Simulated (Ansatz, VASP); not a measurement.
# Ta3Cu in VASP and in Ansatz

File INCAR:

```
  PREC = Accurate
  ENCUT = 520
  EDIFF = 1E-6
  ISMEAR = -1
  SIGMA = 0.05
  LREAL = F
  LASPH = T
  NELM = 80
  ALGO = Fast
  ISIF = 2
  LWAVE = F
  LCHARG = T
  GGA = PE
  LELF = T
  LVHAR = T
  NBANDS = 30
```

The input KPOINTS:

```
Automatic mesh
0
Gamma
  9 9 9
```

File POSCAR:

```
Ta3Cu
1.0
   -1.9793887163      1.9793887163      4.1512958659
    1.9793887163     -1.9793887163      4.1512958659
    1.9793887163      1.9793887163     -4.1512958659
Ta Cu
3 1
Direct
    0.5000000000      0.5000000000      0.0000000000
    0.2500000000      0.7500000000      0.5000000000
    0.7500000000      0.2500000000      0.5000000000
    0.0000000000      0.0000000000      0.0000000000
```

The input input.yaml:

```yaml
crystal:
  lattice:
    - [-1.9793887163, 1.9793887163, 4.1512958659]
    - [1.9793887163, -1.9793887163, 4.1512958659]
    - [1.9793887163, 1.9793887163, -4.1512958659]
  atoms:
    - { symbol: Ta, position: [0.5, 0.5, 0.0] }
    - { symbol: Ta, position: [0.25, 0.75, 0.5] }
    - { symbol: Ta, position: [0.75, 0.25, 0.5] }
    - { symbol: Cu, position: [0.0, 0.0, 0.0] }
hamiltonian:
  xc: pbe
  pseudopotentials: { kind: paw }
kpoints:
  mp_grid: { grid: [9, 9, 9] }
scf:
  occupations: { method: fermi_dirac, width: 0.05 }
output:
  forces: true
  stress: true
  eigenvalues: true
  write_density: true
  write_potential: true
  elf: true
  volumetric_format: npy
```

Alike in both runs: task single point; functional PBE; k mesh 9 × 9 × 9; occupations fermi-dirac, width 0.05 eV; no spin polarisation.

|  | VASP | Ansatz |
| --- | --- | --- |
| version | VASP 6.6.1 | Ansatz 0.2.0 |
| potentials or method | VASP PAW PBE potentials, release 64 (Ta_pv, Cu) | Ansatz PAW |
| plane-wave cutoff (eV) | 520 | 420 |
| valence electrons in the cell | 44 | 58 |

VASP gave:

* gap on the k mesh at the Fermi level (eV): none
* pressure (GPa): 8.8
* traceless stress, the component that is largest in VASP (GPa): -0.58

Which values does Ansatz return?

gap on the k mesh at the Fermi level (eV): none; pressure (GPa): 8.6; traceless stress, the component that is largest in VASP (GPa): -0.46.

A gap of «none» marks a metal or a gap that the smearing closes. VASP's potentials hold 44 valence electrons a cell and Ansatz's 58, so a difference there can come from the potentials and not from the codes.

Spin-orbit coupling is off throughout.
